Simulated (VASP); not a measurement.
# Rh (Cmcm) in VASP: notebook

Runs on Rh. Level: PBEsol. Tasks: single point.

Everything below comes from runs of VASP 6.6.1. Logs are shortened: lines on timing, memory, paths and dates and some standing lists are left out, and cuts for length are marked.

## (1) The cell of the first run

Symmetry: Cmcm, No. 63, orthorhombic system. Conventional cell: a = 3.780 Å, b = 3.780 Å, c = 3.780 Å, α = 90.00°, β = 90.00°, γ = 90.00°. Rh (site symmetry m2m) has 12 Rh at 2.47 to 2.89 Å within 3.3 Å.

## (2) Single point, PBEsol (atoms displaced along a vibrational mode)

INCAR

```
SYSTEM = Rh
ALGO = Normal ; EDIFF = 1E-6
ENCUT = 500 ; GGA = PS
GGA_COMPAT = .FALSE. ; ISIF = 2
ISMEAR = 0 ; LASPH = .TRUE.
LCHARG = .TRUE. ; LELF = .TRUE.
LREAL = .FALSE. ; LVHAR = .TRUE.
LWAVE = .FALSE. ; NBANDS = 22
NELM = 120 ; PREC = Accurate
SIGMA = 0.15
```

KPOINTS

```
k-points
0
G
  22 22 16
  0 0 0
```

POSCAR

```
Rh
1.0
    0.0000000000     -1.8899965797     -1.8899965797
    0.0000000000      1.8899965797     -1.8899965797
    3.7799931594      0.0000000000      0.0000000000
Rh
2
Direct
    0.4603173885      0.5396826115      0.5000000000
    0.0396826115     -0.0396826115      0.0000000000
```

Potentials or basis: VASP PAW PBE potentials, release 64 (Rh_pv).

Started as:

```
cat potpaw_PBE.64/Rh_pv/POTCAR > POTCAR
mpirun -np 1 vasp_std > vasp.out
```

OUTCAR:

```text
SYSTEM = Rh
   EDIFF = 1E-6
   ENCUT = 500
   GGA = PS
   ISIF = 2
   ISMEAR = 0
   LASPH = .TRUE.
   LREAL = .FALSE.
   NELM = 120
   PREC = Accurate

 ion  position               nearest neighbor table
   1  0.460  0.540  0.500-   2 2.47   2 2.47   2 2.69   2 2.69   2 2.69   2 2.69   2 2.89   2 2.89

   2  0.040  0.960  0.000-   1 2.47   1 2.47   1 2.69   1 2.69   1 2.69   1 2.69   1 2.89   1 2.89

  LATTYP: Found a simple tetragonal cell.
 ALAT       =     2.6728587959
 C/A-ratio  =     1.4142135624

  Lattice vectors:

 A1 = (   0.0000000000,  -1.8899965797,  -1.8899965797)
 A2 = (   0.0000000000,   1.8899965797,  -1.8899965797)
 A3 = (   3.7799931594,   0.0000000000,   0.0000000000)

Analysis of symmetry for initial positions (statically):
=====================================================================
 Subroutine PRICEL returns:
 Original cell was already a primitive cell.

 Routine SETGRP: Setting up the symmetry group for a
 simple tetragonal supercell.

 Subroutine GETGRP returns: Found  8 space group operations
 (whereof  4 operations were pure point group operations)
 out of a pool of 16 trial point group operations.

The static configuration has the point symmetry C_2v.
 The point group associated with its full space group is D_2h.

Analysis of symmetry for dynamics (positions and initial velocities):
=====================================================================
 Subroutine PRICEL returns:
 Original cell was already a primitive cell.

 Routine SETGRP: Setting up the symmetry group for a
 simple tetragonal supercell.

 Subroutine GETGRP returns: Found  8 space group operations
 (whereof  4 operations were pure point group operations)
 out of a pool of 16 trial point group operations.

The dynamic configuration has the point symmetry C_2v.
 The point group associated with its full space group is D_2h.

 Subroutine INISYM returns: Found  8 space group operations
 (whereof  4 operations are pure point group operations),
 and found     1 'primitive' translations

----------------------------------------------------------------------------------------

                                     Primitive cell

  volume of cell :      27.0049

  direct lattice vectors                    reciprocal lattice vectors
     0.000000000 -1.889996580 -1.889996580     0.000000000 -0.264550743 -0.264550743
     0.000000000  1.889996580 -1.889996580     0.000000000  0.264550743 -0.264550743
     3.779993159  0.000000000  0.000000000     0.264550743  0.000000000  0.000000000

  length of vectors
     2.672858796  2.672858796  3.779993159     0.374131249  0.374131249  0.264550743

  position of ions in fractional coordinates (direct lattice)
     0.460317389  0.539682611  0.500000000
     0.039682611  0.960317389  0.000000000

  ion indices of the primitive-cell ions
   primitive index   ion index
                 1           1
                 2           2

----------------------------------------------------------------------------------------

 KPOINTS: k-points

Automatic generation of k-mesh.
 Grid dimensions read from file:
 generate k-points for:   22   22   16

 Generating k-lattice:

  Cartesian coordinates                     Fractional coordinates (reciprocal lattice)
     0.000000000 -0.012025034 -0.012025034     0.045454545  0.000000000  0.000000000
     0.000000000  0.012025034 -0.012025034     0.000000000  0.045454545  0.000000000
     0.016534421  0.000000000  0.000000000     0.000000000  0.000000000  0.062500000

  Length of vectors
     0.017005966  0.017005966  0.016534421

  Shift w.r.t. Gamma in fractional coordinates (k-lattice)
     0.000000000  0.000000000  0.000000000

 Subroutine IBZKPT returns following result:
 ===========================================

 Found   1197 irreducible k-points:

 Following reciprocal coordinates:
            Coordinates               Weight
  0.000000  0.000000  0.000000      1.000000
  0.045455  0.000000  0.000000      4.000000
  0.090909  0.000000  0.000000      4.000000
  0.136364  0.000000  0.000000      4.000000
  0.181818  0.000000  0.000000      4.000000
  0.227273  0.000000  0.000000      4.000000
[... 16 lines left out ...]
  0.272727  0.045455  0.000000      4.000000
 -0.045455  0.272727  0.000000      4.000000
 [... further k-points ...]
   k-points           NKPTS =   1197   k-points in BZ     NKDIM =   1197   number of bands    NBANDS=     22
   number of dos      NEDOS =    301   number of ions     NIONS =      2
   total plane-waves  NPLWV =  11200
   dimension x,y,z NGX =    20 NGY =   20 NGZ =   28
   dimension x,y,z NGXF=    40 NGYF=   40 NGZF=   56
   ions per type =               2
   NGX,Y,Z   is equivalent  to a cutoff of  12.44, 12.44, 12.31 a.u.
   NGXF,Y,Z  is equivalent  to a cutoff of  24.88, 24.88, 24.63 a.u.
 SYSTEM =  Rh
   PREC   = accura    normal or accurate (medium, high low for compatibility)
   ISTART =      0    job   : 0-new  1-cont  2-samecut
   ICHARG =      2    charge: 1-file 2-atom 10-const
   ISPIN  =      1    spin polarized calculation?
   LNONCOLLINEAR =      F non collinear calculations
   LSORBIT =      F    spin-orbit coupling
   LASPH  =      T    aspherical Exc in radial PAW
   ENCUT  =  500.0 eV  36.75 Ry    6.06 a.u.   4.87  4.87  6.89*2*pi/ulx,y,z
   NELM   =    120;   NELMIN=  2; NELMDL= -5     # of ELM steps
   EDIFF  = 0.1E-05   stopping-criterion for ELM
   LREAL  =      F    real-space projection
   EDIFFG = 0.1E-04   stopping-criterion for IOM
   NSW    =      0    number of steps for IOM
   IBRION =     -1    ionic relax: 0-MD 1-quasi-New 2-CG
   NFREE  =      0    steps in history (QN), initial steepest desc. (CG)
   ISIF   =      2    stress and relaxation
   ISYM   =      2    0-nonsym 1-usesym 2-fastsym
   POTIM  = 0.5000    time-step for ionic-motion
   TEBEG  =    0.0;   TEEND  =   0.0 temperature during run
   PSTRESS=    0.0 pullay stress
   NELECT =      30.0000    total number of electrons
   NUPDOWN=      -1.0000    fix difference up-down
   EMIN   =  10.00;   EMAX   =-10.00  energy-range for DOS
   EFERMI =   0.00;   METHOD = LEGACY
   ISMEAR =     0;   SIGMA  =   0.15  broadening in eV -4-tet -1-fermi 0-gaus
   EFERMI_NEDOS =   21; number of points for ismear=-14 and -15
   IALGO  =     38    algorithm
   IMIX   =      4    mixing-type and parameters
     AMIX     =   0.40;   BMIX     =  1.00
     AMIX_MAG =   1.60;   BMIX_MAG =  1.00
  volume/ion in A,a.u.               =      13.50        91.12
  Fermi-wavevector in a.u.,A,eV,Ry     =   1.695512  3.204053 39.113503  2.874761
  Thomas-Fermi vector in A             =   2.776543
   LORBIT       =      0    0 simple, 1 ext, 2 COOP (PROOUT), +10 PAW based schemes
   GGA     = PS    functional components
   LHFCALC =     F    Hartree Fock is set to
   AEXX    =    0.0000 exact exchange contribution
   IVDW    =     0    specifies the selected vdW correction
   LEPSILON=     F    determine dielectric tensor
   LRPA    =     F    only Hartree local field effects (RPA)
 non-spin polarized calculation
 Gauss-broadening in eV      SIGMA  =   0.15
  energy-cutoff  :      500.00
  volume of cell :       27.00
 maximum number of plane-waves:       720
   NGX =  9   NGY =  9   NGZ = 13

 number of electron      30.0000008 magnetization

 Free energy of the ion-electron system (eV)
  ---------------------------------------------------
  ext. energy  EPLUGINS =         0.00000000
  ---------------------------------------------------
  free energy    TOTEN  =       -15.97216795 eV

  energy without entropy =      -15.93997022  energy(sigma->0) =      -15.95606908

 E-fermi :  12.1543     XC(G=0): -14.3161

 val. band max:       12.1542020806   @ k =  -0.0455   0.3182   0.0000
 cond. band min:      12.1558848964   @ k =   0.3636   0.3636   0.1875
 fundamental gap:      0.0016828158
 Fermi energy:        12.1542681837

 k-point     1 :       0.0000    0.0000    0.0000
  band No.  band energies     occupation
      1     -35.1465      2.00000
      2     -34.5816      2.00000
      3     -34.4874      2.00000
      4     -34.2645      2.00000
      5     -34.2561      2.00000
      6     -34.2425      2.00000
[... 14 lines left out ...]
     21      26.0171      0.00000
     22      28.8138      0.00000

 k-point     2 :       0.0455    0.0000    0.0000
  band No.  band energies     occupation
      1     -35.1422      2.00000
      2     -34.5848      2.00000
      3     -34.4902      2.00000
      4     -34.2673      2.00000
      5     -34.2627      2.00000
      6     -34.2460      2.00000
[... 14 lines left out ...]
     21      26.0916      0.00000
     22      28.8824      0.00000

 k-point     3 :       0.0909    0.0000    0.0000
  band No.  band energies     occupation
      1     -35.1297      2.00000
      2     -34.5963      2.00000
      3     -34.4963      2.00000
      4     -34.2889      2.00000
      5     -34.2755      2.00000
      6     -34.2488      2.00000
[... 14 lines left out ...]
     21      26.4065      0.00000
     22      29.0787      0.00000

 k-point     4 :       0.1364    0.0000    0.0000
  band No.  band energies     occupation
      1     -35.1094      2.00000
      2     -34.6197      2.00000
      3     -34.5010      2.00000
      4     -34.3323      2.00000
      5     -34.2890      2.00000
      6     -34.2506      2.00000
[... 14 lines left out ...]
     21      26.9008      0.00000
     22      29.3742      0.00000

 k-point     5 :       0.1818    0.0000    0.0000
  band No.  band energies     occupation
      1     -35.0822      2.00000
      2     -34.6546      2.00000
      3     -34.5050      2.00000
      4     -34.3845      2.00000
      5     -34.3076      2.00000
      6     -34.2530      2.00000
[... 14 lines left out ...]
     21      27.5161      0.00000
     22      29.7179      0.00000

 k-point     6 :       0.2273    0.0000    0.0000
  band No.  band energies     occupation
      1     -35.0493      2.00000
      2     -34.6967      2.00000
      3     -34.5225      2.00000
      4     -34.4276      2.00000
      5     -34.3305      2.00000
      6     -34.2564      2.00000
[... 14 lines left out ...]
     21      28.1311      0.00000
     22      30.0254      0.00000

 k-point     7 :       0.2727    0.0000    0.0000
  band No.  band energies     occupation
      1     -35.0124      2.00000
      2     -34.7404      2.00000
      3     -34.5718      2.00000
      4     -34.4398      2.00000
      5     -34.3571      2.00000
      6     -34.2609      2.00000
[... 324 lines left out ...]
      6     -34.2606      2.00000
[... 14 lines left out ...]
     21      27.2909      0.00000
     22      29.8708      0.00000

 k-point    21 :       0.2273    0.0455    0.0000
  band No.  band energies     occupation
      1     -35.0462      2.00000
      2     -34.7035      2.00000
      3     -34.5127      2.00000
      4     -34.4386      2.00000
      5     -34.3320      2.00000
      6     -34.2638      2.00000
[... 14 lines left out ...]
     21      27.6435      0.00000
     22      30.0108      0.00000

 k-point    22 :      -0.0455    0.2273    0.0000
  band No.  band energies     occupation
      1     -35.0452      2.00000
      2     -34.6909      2.00000
      3     -34.5406      2.00000
      4     -34.4236      2.00000
      5     -34.3331      2.00000
      6     -34.2636      2.00000
[... 14 lines left out ...]
     21      27.9880      0.00000
     22      30.2329      0.00000

 k-point    23 :       0.2727    0.0455    0.0000
  band No.  band energies     occupation
      1     -35.0096      2.00000
      2     -34.7465      2.00000
      3     -34.5655      2.00000
      4     -34.4478      2.00000
      5     -34.3582      2.00000
      6     -34.2684      2.00000
[... 14 lines left out ...]
     21      28.0024      0.00000
     22      30.1460      0.00000

 k-point    24 :      -0.0455    0.2727    0.0000
  band No.  band energies     occupation
      1     -35.0085      2.00000
      2     -34.7354      2.00000
      3     -34.5849      2.00000
      4     -34.4401      2.00000
      5     -34.3594      2.00000
      6     -34.2678      2.00000
[... 14 lines left out ...]
     21      28.5334      0.00000
     22      29.7444      0.00000

 [... further k-points ...]

------------------------ aborting loop because EDIFF is reached ----------------------------------------

  FORCE on cell =-STRESS in cart. coord.  units (eV):
  Direction    XX          YY          ZZ          XY          YZ          ZX
  --------------------------------------------------------------------------------------
  -------------------------------------------------------------------------------------
  Total        2.1144127      1.7254314     -0.3954375      0.0000000      0.0000000      0.0000000
  in kB      125.4461358    102.3682366    -23.4609402      0.0000000      0.0000000      0.0000000
  external PRESSURE =      68.1178107 kB  Pullay stress =       0.0000000 kB

 VOLUME and BASIS-vectors are now :
 -----------------------------------------------------------------------------
  energy-cutoff  :      500.00
  volume of cell :       27.00
      direct lattice vectors                 reciprocal lattice vectors
     0.000000000 -1.889996580 -1.889996580     0.000000000 -0.264550743 -0.264550743
     0.000000000  1.889996580 -1.889996580     0.000000000  0.264550743 -0.264550743
     3.779993159  0.000000000  0.000000000     0.264550743  0.000000000  0.000000000

 POSITION                                       TOTAL-FORCE (eV/Angst)
 -----------------------------------------------------------------------------------
      1.89000      0.15000     -1.89000         0.000000     -2.173611      0.000000
      0.00000      1.74000     -1.89000         0.000000      2.173611      0.000000
 -----------------------------------------------------------------------------------
    total drift:                               -0.000000      0.000000      0.000000

  FREE ENERGIE OF THE ION-ELECTRON SYSTEM (eV)
  ---------------------------------------------------
  free  energy   TOTEN  =       -15.9721679492 eV

  energy  without entropy=      -15.9399702169  energy(sigma->0) =      -15.95606908
```

It took 3.4 min on 1 thread of Oxide Virtual Turin-like, shared host; peak memory 0.54 GiB.

Results:

```yaml
Free_energy: -15.9722 eV
Pressure: 6.8 GPa
Largest_force: 2.174 eV/Å
Band_gap_on_the_k_mesh: zero (bands 15 and 16 overlap by 2.23 eV)
```

Forces on the atoms (eV/Å):
```
Rh   0.000 -2.174  0.000
Rh   0.000  2.174  0.000
```

Caveat: the cell differs from its parent crystal (atoms displaced along a vibrational mode); the stress differs along the axes, from -2 to 13 GPa; the PAW data sets were made with another functional, which shifts forces and pressure a little.

(Part 1 of 2 ends here.)
